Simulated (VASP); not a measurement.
# AlN (P1) in VASP: notebook

The runs below take AlN through single point, with PBE.

Program: VASP 6.6.1. These are calculated values, not measurements. Logs are shortened: lines on timing, memory, paths and dates and some standing lists are left out, and cuts for length are marked.

## 1. The cell of the first run

The typed cell holds 16 atoms: a = 5.444 Å, b = 5.444 Å, c = 5.849 Å, α = 90.00°, β = 90.00°, γ = 103.32°.

## 2. Single point, PBE (dynamics (nvt nose hoover) at 1800 K, volume x 1.06, from the last frame before)

Contents of INCAR:

```
SYSTEM = AlN
PREC = Accurate
ENCUT = 520
EDIFF = 1E-6
ISMEAR = -1
SIGMA = 0.1551
LREAL = Auto
LASPH = .True.
NELM = 100
ALGO = Normal
ISIF = 2
LWAVE = .False.
LCHARG = .False.
GGA = PE
NBANDS = 46
```

Contents of KPOINTS:

```
Automatic mesh
0
Gamma
  2 2 2
  0.5 0.5 0.5
```

Contents of POSCAR:

```
AlN
1.0
    3.3770756797      0.0000000000     -4.2696929295
    3.3770756797      0.0000000000      4.2696929295
    0.0000000000     -5.8492666582      0.0000000000
Al N
8 8
Direct
    0.9019237873      0.6310347517      0.1508185644
    0.6529961282      0.3514936499      0.6736194860
    0.3825819811      0.1065281712      0.1798775918
    0.0965846487      0.8742520488      0.6712118338
    0.3752826660      0.6188259411      0.3425675588
    0.1568281737      0.3641109958      0.8248816958
    0.9044121081      0.1134093227      0.3044222642
    0.5886310899      0.8578926080      0.8476072796
    0.1101380611      0.3978505547      0.1338249811
    0.8870074553      0.1504931317      0.6719570554
    0.6209470906      0.8781958011      0.1774478855
    0.3409496117      0.6529739240      0.6617610764
    0.1030254259      0.8818713651      0.3254221617
    0.8591230100      0.6642363955      0.8423980796
    0.5978706573      0.4075515843      0.3706775784
    0.3668248361      0.1256547995      0.8261303993
```

Potentials or basis: VASP PAW PBE potentials, release 64 (Al, N).

Command:

```console
$ cat potpaw_PBE.64/Al/POTCAR potpaw_PBE.64/N/POTCAR > POTCAR
$ mpirun -np 1 vasp_std > vasp.out
```

OUTCAR:

```text
SYSTEM = AlN
   PREC = Accurate
   ENCUT = 520
   EDIFF = 1E-6
   ISMEAR = -1
   LREAL = Auto
   LASPH = .True.
   NELM = 100
   ISIF = 2
   GGA = PE

 ion  position               nearest neighbor table
   1  0.902  0.631  0.151-  14 1.83  13 1.85   9 1.89  15 2.22  11 2.26   7 2.77   5 2.83   8 2.92
                             6 2.93   7 2.96   5 3.06   4 3.18   3 3.23   2 3.32
   2  0.653  0.351  0.674-  15 1.83  10 1.86  16 1.96  14 2.06   8 2.82   6 2.86   6 2.87   7 3.01
                             5 3.03   8 3.03   4 3.28   1 3.32
   3  0.383  0.107  0.180-  13 1.92  11 1.99  16 2.07  15 2.10   9 2.42   7 2.71   8 2.75   5 2.81
                             7 2.92   6 2.93   5 2.96   1 3.23
   4  0.097  0.874  0.671-  14 1.82  16 1.98  12 1.99  13 2.02  10 2.09   6 2.76   7 2.83   8 2.89
                             8 2.93   5 2.98   6 3.01   1 3.18   2 3.28
   5  0.375  0.619  0.343-  15 1.86  12 1.89  11 1.96   9 2.05  13 2.29   3 2.81   1 2.83   3 2.96
                             4 2.98   2 3.03   1 3.06   6 3.25   8 3.28   7 3.31   8 3.33
   6  0.157  0.364  0.825-   9 1.84  10 1.88  12 1.91  16 1.92  14 2.55   4 2.76   2 2.86   2 2.87
                             3 2.93   1 2.93   4 3.01   8 3.14   5 3.25   7 3.28
   7  0.904  0.113  0.304-  13 1.84  11 1.91   9 1.96  10 2.16   3 2.71   1 2.77   4 2.83   3 2.92
                             1 2.96   2 3.01   6 3.28   8 3.31   5 3.31
   8  0.589  0.858  0.848-  12 1.88  11 1.94  14 2.00  16 2.10  10 2.24   3 2.75   2 2.82   4 2.89
                             1 2.92   4 2.93   2 3.03   6 3.14   5 3.28   7 3.31   5 3.33
   9  0.110  0.398  0.134-   6 1.84   1 1.89   7 1.96   5 2.05   3 2.42
  10  0.887  0.150  0.672-   2 1.86   6 1.88   4 2.09   7 2.16   8 2.24
  11  0.621  0.878  0.177-   7 1.91   8 1.94   5 1.96   3 1.99   1 2.26
  12  0.341  0.653  0.662-   8 1.88   5 1.89   6 1.91   4 1.99
  13  0.103  0.882  0.325-   7 1.84   1 1.85   3 1.92   4 2.02   5 2.29
  14  0.859  0.664  0.842-   4 1.82   1 1.83   8 2.00   2 2.06   6 2.55
  15  0.598  0.408  0.371-   2 1.83   5 1.86   3 2.10   1 2.22
  16  0.367  0.126  0.826-   6 1.92   2 1.96   4 1.98   3 2.07   8 2.10

  LATTYP: Found a base centered orthorhombic cell.
 ALAT       =     6.7541513594
 B/A-ratio  =     1.2643166261
 C/A-ratio  =     0.8660254038

  Lattice vectors:

 A1 = (   3.3770756797,   0.0000000000,  -4.2696929295)
 A2 = (   3.3770756797,   0.0000000000,   4.2696929295)
 A3 = (   0.0000000000,  -5.8492666582,   0.0000000000)

Analysis of symmetry for initial positions (statically):
=====================================================================
 Subroutine PRICEL returns:
 Original cell was already a primitive cell.

 Routine SETGRP: Setting up the symmetry group for a
 base centered orthorhombic supercell.

 Subroutine GETGRP returns: Found  1 space group operations
 (whereof  1 operations were pure point group operations)
 out of a pool of  8 trial point group operations.

The static configuration has the point symmetry C_1 .

Analysis of symmetry for dynamics (positions and initial velocities):
=====================================================================
 Subroutine PRICEL returns:
 Original cell was already a primitive cell.

 Routine SETGRP: Setting up the symmetry group for a
 base centered orthorhombic supercell.

 Subroutine GETGRP returns: Found  1 space group operations
 (whereof  1 operations were pure point group operations)
 out of a pool of  8 trial point group operations.

The dynamic configuration has the point symmetry C_1 .

 Subroutine INISYM returns: Found  1 space group operations
 (whereof  1 operations are pure point group operations),
 and found     1 'primitive' translations

----------------------------------------------------------------------------------------

                                     Primitive cell

  volume of cell :     168.6820

  direct lattice vectors                    reciprocal lattice vectors
     3.377075680  0.000000000 -4.269692929     0.148057091  0.000000000 -0.117104440
     3.377075680  0.000000000  4.269692929     0.148057091  0.000000000  0.117104440
     0.000000000 -5.849266658  0.000000000     0.000000000 -0.170961602  0.000000000

  length of vectors
     5.443796273  5.443796273  5.849266658     0.188770633  0.188770633  0.170961602

  position of ions in fractional coordinates (direct lattice)
     0.901923787  0.631034752  0.150818564
     0.652996128  0.351493650  0.673619486
     0.382581981  0.106528171  0.179877592
     0.096584649  0.874252049  0.671211834
     0.375282666  0.618825941  0.342567559
     0.156828174  0.364110996  0.824881696
[... 8 lines left out ...]
     0.597870657  0.407551584  0.370677578
     0.366824836  0.125654799  0.826130399

  ion indices of the primitive-cell ions
   primitive index   ion index
                 1           1
                 2           2
                 3           3
                 4           4
                 5           5
                 6           6
[... 8 lines left out ...]
                15          15
                16          16

----------------------------------------------------------------------------------------

 KPOINTS: Automatic mesh

Automatic generation of k-mesh.
 Grid dimensions read from file:
 generate k-points for:    2    2    2

 Generating k-lattice:

  Cartesian coordinates                     Fractional coordinates (reciprocal lattice)
     0.074028545  0.000000000 -0.058552220     0.500000000  0.000000000  0.000000000
     0.074028545  0.000000000  0.058552220     0.000000000  0.500000000  0.000000000
     0.000000000 -0.085480801  0.000000000     0.000000000  0.000000000  0.500000000

  Length of vectors
     0.094385317  0.094385317  0.085480801

  Shift w.r.t. Gamma in fractional coordinates (k-lattice)
     0.500000000  0.500000000  0.500000000

 Subroutine IBZKPT returns following result:
 ===========================================

 Found      4 irreducible k-points:

 Following reciprocal coordinates:
            Coordinates               Weight
  0.250000  0.250000  0.250000      2.000000
 -0.250000 -0.250000  0.250000      2.000000
 -0.250000  0.250000  0.250000      2.000000
  0.250000 -0.250000  0.250000      2.000000
   k-points           NKPTS =      4   k-points in BZ     NKDIM =      4   number of bands    NBANDS=     46
   number of dos      NEDOS =    301   number of ions     NIONS =     16
   total plane-waves  NPLWV =  76800
   dimension x,y,z NGX =    40 NGY =   40 NGZ =   48
   dimension x,y,z NGXF=    80 NGYF=   80 NGZF=   96
   ions per type =               8   8
   NGX,Y,Z   is equivalent  to a cutoff of  12.22, 12.22, 13.64 a.u.
   NGXF,Y,Z  is equivalent  to a cutoff of  24.43, 24.43, 27.28 a.u.
 SYSTEM =  AlN
   PREC   = accura    normal or accurate (medium, high low for compatibility)
   ISTART =      0    job   : 0-new  1-cont  2-samecut
   ICHARG =      2    charge: 1-file 2-atom 10-const
   ISPIN  =      1    spin polarized calculation?
   LNONCOLLINEAR =      F non collinear calculations
   LSORBIT =      F    spin-orbit coupling
   LASPH  =      T    aspherical Exc in radial PAW
   ENCUT  =  520.0 eV  38.22 Ry    6.18 a.u.  10.12 10.12 10.88*2*pi/ulx,y,z
   NELM   =    100;   NELMIN=  2; NELMDL= -5     # of ELM steps
   EDIFF  = 0.1E-05   stopping-criterion for ELM
   LREAL  =      T    real-space projection
   EDIFFG = 0.1E-04   stopping-criterion for IOM
   NSW    =      0    number of steps for IOM
   IBRION =     -1    ionic relax: 0-MD 1-quasi-New 2-CG
   NFREE  =      0    steps in history (QN), initial steepest desc. (CG)
   ISIF   =      2    stress and relaxation
   ISYM   =      2    0-nonsym 1-usesym 2-fastsym
   POTIM  = 0.5000    time-step for ionic-motion
   TEBEG  =    0.0;   TEEND  =   0.0 temperature during run
   PSTRESS=    0.0 pullay stress
   NELECT =      64.0000    total number of electrons
   NUPDOWN=      -1.0000    fix difference up-down
   EMIN   =  10.00;   EMAX   =-10.00  energy-range for DOS
   EFERMI =   0.00;   METHOD = LEGACY
   ISMEAR =    -1;   SIGMA  =   0.16  broadening in eV -4-tet -1-fermi 0-gaus
   EFERMI_NEDOS =   21; number of points for ismear=-14 and -15
   IALGO  =     38    algorithm
   IMIX   =      4    mixing-type and parameters
     AMIX     =   0.40;   BMIX     =  1.00
     AMIX_MAG =   1.60;   BMIX_MAG =  1.00
  volume/ion in A,a.u.               =      10.54        71.15
  Fermi-wavevector in a.u.,A,eV,Ry     =   1.185164  2.239636 19.110937  1.404614
  Thomas-Fermi vector in A             =   2.321364
   LORBIT       =      0    0 simple, 1 ext, 2 COOP (PROOUT), +10 PAW based schemes
   GGA     = PE    functional components
   LHFCALC =     F    Hartree Fock is set to
   AEXX    =    0.0000 exact exchange contribution
   IVDW    =     0    specifies the selected vdW correction
   LEPSILON=     F    determine dielectric tensor
   LRPA    =     F    only Hartree local field effects (RPA)
 non-spin polarized calculation
  energy-cutoff  :      520.00
  volume of cell :      168.68
 maximum number of plane-waves:      4549
   NGX = 21   NGY = 21   NGZ = 21

 number of electron      63.9999999 magnetization

 Free energy of the ion-electron system (eV)
  ---------------------------------------------------
  ext. energy  EPLUGINS =         0.00000000
  ---------------------------------------------------
  free energy    TOTEN  =      -114.92980429 eV

  energy without entropy =     -114.92979920  energy(sigma->0) =     -114.92980174

 E-fermi :   8.8771     XC(G=0): -10.8845

 val. band max:        6.6530758821   @ k =   0.2500  -0.2500   0.2500
 cond. band min:      11.0178133851   @ k =   0.2500  -0.2500   0.2500
 fundamental gap:      4.3647375030
 Fermi energy:         8.8770857845

 k-point     1 :       0.2500    0.2500    0.2500
  band No.  band energies     occupation
      1      -8.6042      2.00000
      2      -7.7436      2.00000
      3      -7.4327      2.00000
      4      -7.1293      2.00000
      5      -6.8108      2.00000
      6      -6.6553      2.00000
[... 36 lines left out ...]
     43      14.5387      0.00000
     44      14.9559      0.00000
[... 99 lines left out ...]
      3      -7.3832      2.00000
      4      -7.1600      2.00000
      5      -6.6070      2.00000
      6      -6.4221      2.00000
[... 36 lines left out ...]
     43      14.9274      0.00000
     44      15.1592      0.00000
 [bands above 44 left out]

------------------------ aborting loop because EDIFF is reached ----------------------------------------

  FORCE on cell =-STRESS in cart. coord.  units (eV):
  Direction    XX          YY          ZZ          XY          YZ          ZX
  --------------------------------------------------------------------------------------
  -------------------------------------------------------------------------------------
  Total       -9.7757956     -7.2271157      8.2415042      0.2038158     -0.0953887     -0.2358824
  in kB      -92.8525519    -68.6446567     78.2795312      1.9358850     -0.9060222     -2.2404602
  external PRESSURE =     -27.7392258 kB  Pullay stress =       0.0000000 kB

 VOLUME and BASIS-vectors are now :
 -----------------------------------------------------------------------------
  energy-cutoff  :      520.00
  volume of cell :      168.68
      direct lattice vectors                 reciprocal lattice vectors
     3.377075680  0.000000000 -4.269692929     0.148057091  0.000000000 -0.117104440
     3.377075680  0.000000000  4.269692929     0.148057091  0.000000000  0.117104440
     0.000000000 -5.849266658  0.000000000     0.000000000 -0.170961602  0.000000000

 POSITION                                       TOTAL-FORCE (eV/Angst)
 -----------------------------------------------------------------------------------
      5.17692     -0.88218     -1.15661        -2.014289     -0.826997      1.048600
      3.39224     -3.94018     -1.28732         0.765887     -0.396996      0.559241
      1.65176     -1.05215     -1.17867         1.555711      0.016386      0.020890
      3.27859     -3.92610      3.32040         0.946220      0.609440     -0.299108
      3.35718     -2.00377      1.03985         0.320567     -0.023199     -0.047170
      1.75925     -4.82495      0.88503         0.268150      0.837189      0.490329
[... 8 lines left out ...]
      3.39539     -2.16819     -0.81260        -0.780860      2.767011     -1.916415
      1.66314     -4.83226     -1.02972         0.884472     -1.364349     -0.590194
 -----------------------------------------------------------------------------------
    total drift:                               -0.009482      0.002147      0.003916

  FREE ENERGIE OF THE ION-ELECTRON SYSTEM (eV)
  ---------------------------------------------------
  free  energy   TOTEN  =      -114.9298042890 eV

  energy  without entropy=     -114.9297991971  energy(sigma->0) =     -114.92980174
```

Wall time 22 s (1 thread of Intel Xeon 6975P-C (Granite Rapids), shared host); peak memory 0.25 GiB.

What came out:

| Quantity | Value |
| --- | --- |
| Free energy | -114.9298 eV |
| Pressure | -2.8 GPa |
| Largest force | 3.455 eV/Å |
| Band gap on the k mesh | 4.36 eV, direct |

Forces on the atoms (eV/Å):
```
Al  -2.014 -0.827  1.049
Al   0.766 -0.397  0.559
Al   1.556  0.016  0.021
Al   0.946  0.609 -0.299
Al   0.321 -0.023 -0.047
Al   0.268  0.837  0.490
Al  -0.257 -1.321  1.924
Al   1.236  0.893 -0.659
N   -0.196 -2.383 -0.993
N   -0.871  1.191 -0.706
N   -0.101  0.319  1.767
N   -0.651 -0.712 -0.096
N    1.386 -0.346 -0.935
N   -2.491  0.741  0.430
N   -0.781  2.767 -1.916
N    0.884 -1.364 -0.590
```

Stress tensor (GPa, compression positive):
```
-9.29  0.19 -0.22
 0.19 -6.86 -0.09
-0.22 -0.09  7.83
```

Caveat: the k points lie up to 0.59 Å⁻¹ apart; forces of over 1 eV/Å act on the atoms, so gaps and moduli don't describe the material at rest.

## 3. Single point, PBE (dynamics (nvt nose hoover) at 1800 K, volume x 1.06, from the last frame before)

Contents of INCAR:

```
PREC     = Accurate       # precision mode
ENCUT    = 520            # plane-wave cutoff, eV
EDIFF    = 1E-6           # SCF threshold, eV
ISMEAR   = -1             # smearing method
SIGMA    = 0.1551         # smearing width, eV
LREAL    = Auto         
LASPH    = T              # aspherical terms in the spheres
NELM     = 60             # most SCF steps
ALGO     = Normal         # electronic algorithm
ISIF     = 2              # what is computed and relaxed
LWAVE    = F              # write WAVECAR
LCHARG   = F              # write CHGCAR
GGA      = PE             # functional
NBANDS   = 46             # bands
```

KPOINTS is that of step 2.

Contents of POSCAR:

```
AlN
1.0
    3.3770756797      0.0000000000     -4.2696929295
    3.3770756797      0.0000000000      4.2696929295
    0.0000000000     -5.8492666582      0.0000000000
Al N
8 8
Direct
    0.8585807806      0.6213374901      0.1655925532
    0.6598041868      0.3397244943      0.6799696838
    0.3899121762      0.1371799499      0.1672792603
    0.0992763858      0.8587270192      0.6431322454
    0.3822240386      0.6271655408      0.3354129867
    0.1560047995      0.3506761761      0.8455895908
    0.8605599588      0.1386998506      0.3376021500
    0.6104337429      0.8792924217      0.8244924162
    0.1345716363      0.3876982704      0.1883870345
    0.8682945621      0.1167819702      0.6629337021
    0.6185303472      0.8818689570      0.1742271398
    0.3373027609      0.6370313412      0.6670401997
    0.1105068530      0.8907461009      0.3267361725
    0.8455986623      0.6533778133      0.8420787233
    0.6470720739      0.3650852847      0.3026945262
    0.4057687898      0.1583254683      0.8376916777
```

Potentials or basis: VASP PAW PBE potentials, release 64 (Al, N).

Command:

```console
$ cat potpaw_PBE.64/Al/POTCAR potpaw_PBE.64/N/POTCAR > POTCAR
$ mpirun -np 1 vasp_std > vasp.out
```

It took 21 s on 1 thread of Intel Xeon 6975P-C (Granite Rapids), shared host; peak memory 0.25 GiB.

The run converged. Its results:

```
Free energy            : -114.7159 eV
Pressure               : -3.4 GPa
Largest force          : 3.957 eV/Å
Band gap on the k mesh : 4.31 eV, direct
```

Forces in eV/Å, atoms in the order of the input:
```
Al   3.153  0.951  0.163
Al   3.049  0.892  2.359
Al  -2.207 -0.408 -0.072
Al  -0.124 -1.001 -0.479
Al   0.021 -0.517  0.932
Al   0.832  0.192  1.179
Al   0.505  1.546 -2.460
Al  -1.454 -1.270 -0.990
N   -0.654  2.036 -0.492
N    1.360 -0.883 -0.338
N   -0.560  0.157  0.141
N    0.450  0.197 -0.280
N    0.027  0.556 -0.210
N   -0.950  1.321 -1.288
N   -0.590 -3.327  1.724
N   -2.858 -0.443  0.109
```

Stress tensor (GPa, compression positive):
```
-3.27  2.68 -0.16
 2.68 -8.89  0.30
-0.16  0.30  1.99
```

Levels at points of the mesh, in eV from the valence-band top:
```csv
k point,band 30,band 31,band 32,band 33,band 34,band 35
"(0.25, 0.25, 0.25)",-0.61,-0.33,-0.03,4.81,5.06,5.12
```

Caveat: the k points lie up to 0.59 Å⁻¹ apart; forces of over 1 eV/Å act on the atoms, so gaps and moduli don't describe the material at rest. A k mesh can miss the band edges.

## 4. Single point, PBE (dynamics (nvt nose hoover) at 1800 K, volume x 1.06, from the last frame before)

Contents of INCAR:

```
PREC = Accurate
ENCUT = 520
EDIFF = 1E-6
ISMEAR = -1
SIGMA = 0.1551
LREAL = Auto
LASPH = T
NELM = 80
ALGO = Normal
ISIF = 2
LWAVE = F
LCHARG = F
GGA = PE
NBANDS = 46
```

KPOINTS is that of step 3.

Contents of POSCAR:

```
AlN
1.0
    3.3770756797      0.0000000000     -4.2696929295
    3.3770756797      0.0000000000      4.2696929295
    0.0000000000     -5.8492666582      0.0000000000
Al N
8 8
Direct
    0.8686328059      0.6494072045      0.1566314298
    0.6201996737      0.3926961937      0.6626704212
    0.3576025865      0.1299731021      0.1684973617
    0.1399828326      0.8608463820      0.6808082505
    0.3509090688      0.6317606475      0.3412687635
    0.1341766580      0.3852881590      0.8052788965
    0.8858156330      0.1251859920      0.3178140284
    0.6399650315      0.8722400490      0.8400942011
    0.1341575257      0.3755938578      0.1829552425
    0.8531638036      0.1235694156      0.6884943422
    0.6227748037      0.8664876461      0.1636362395
    0.3886400028      0.6125516555      0.6654314511
    0.1383824703      0.8721293818      0.3433982612
    0.8773882045      0.6050606580      0.8372818827
    0.6231002457      0.3673202592      0.3152330211
    0.3676243331      0.0859855783      0.8554580074
```

Command:

```console
$ cat potpaw_PBE.64/Al/POTCAR potpaw_PBE.64/N/POTCAR > POTCAR
$ mpirun -np 1 vasp_std > vasp.out
```

Run time: 20 s. Hardware: 1 thread of Intel Xeon 6975P-C (Granite Rapids), shared host; peak memory 0.25 GiB.

It converged, with:

| Item | Value |
| --- | --- |
| Free energy | -114.8173 eV |
| Pressure | -5.9 GPa |
| Largest force | 4.063 eV/Å |
| Band gap on the k mesh | 4.28 eV, direct |

Forces on the atoms (eV/Å):
```
Al  -1.962 -1.637 -1.105
Al  -1.329  0.825 -2.418
Al   1.457 -0.369 -0.514
Al  -0.217  0.362  1.393
Al   1.163  1.427 -1.621
Al  -3.068 -2.653 -0.226
Al  -1.080 -1.561  1.909
Al  -0.578 -0.208  1.386
N   -0.360  1.456 -0.003
N    1.996  2.157 -0.969
N    0.589 -0.691 -1.051
N    0.454 -0.047  0.668
N   -0.745 -0.207  0.927
N    1.655  0.860  0.566
N    0.932 -1.352 -0.322
N    1.094  1.639  1.380
```

Stress tensor (GPa, compression positive):
```
-5.20 -0.47  0.31
-0.47 -8.93 -0.11
 0.31 -0.11 -3.69
```

Levels at points of the mesh, in eV from the valence-band top:
| k point | band 30 | band 31 | band 32 | band 33 | band 34 | band 35 |
| --- | --- | --- | --- | --- | --- | --- |
| (0.25, 0.25, 0.25) | -0.66 | -0.37 | -0.05 | 4.50 | 5.06 | 5.42 |

Caveat: the k points lie up to 0.59 Å⁻¹ apart; forces of over 1 eV/Å act on the atoms, so gaps and moduli don't describe the material at rest. A k mesh can miss the band edges.
